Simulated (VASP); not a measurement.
C, 8 atoms in the cell. The structure is hexagonal, space group P6_3/mmc (No. 194). Conventional cell: a = 2.402 Å, b = 2.402 Å, c = 8.789 Å, α = 90.00°, β = 90.00°, γ = 120.00°. C (site symmetry 3m) has 4 C at 1.51 to 1.58 Å within 2.0 Å. C (site symmetry 3m) has 4 C at 1.51 to 1.62 Å within 2.0 Å.  This cell differs from its parent crystal: mode 21 frozen in at -0.024 Å, strain +e along z and -e/2 along x and y +0.0700.

```yaml
Program: VASP 6.6.1
Task: single point
Functional: LDA
Potentials_or_basis: VASP PAW LDA potentials, release 64 (C)
Cutoff: 520 eV
k_mesh: 12 × 12 × 4
Occupations: gaussian, width 0.05 eV
Spin: no spin polarisation
Dipole_correction: no
Further_INCAR_settings: ALGO = Normal; EDIFF = 1e-06; NBANDS = 26
```

Potentials or basis: VASP PAW LDA potentials, release 64 (C).

The run is started by

```bash
$ cat potpaw_LDA.64/C/POTCAR > POTCAR
$ mpirun -np 1 vasp_std > vasp.out
```

Hardware: 1 thread of AMD EPYC 9R45 96-Core Processor (Zen 5) (shared host).

**Question.** How long does it take, and how much memory?

**Answer.** Wall time 30 s on 1 thread of AMD EPYC 9R45 96-Core Processor (Zen 5) (shared host), peak memory 0.13 GiB. Counts: scf iterations 11, k points 57.
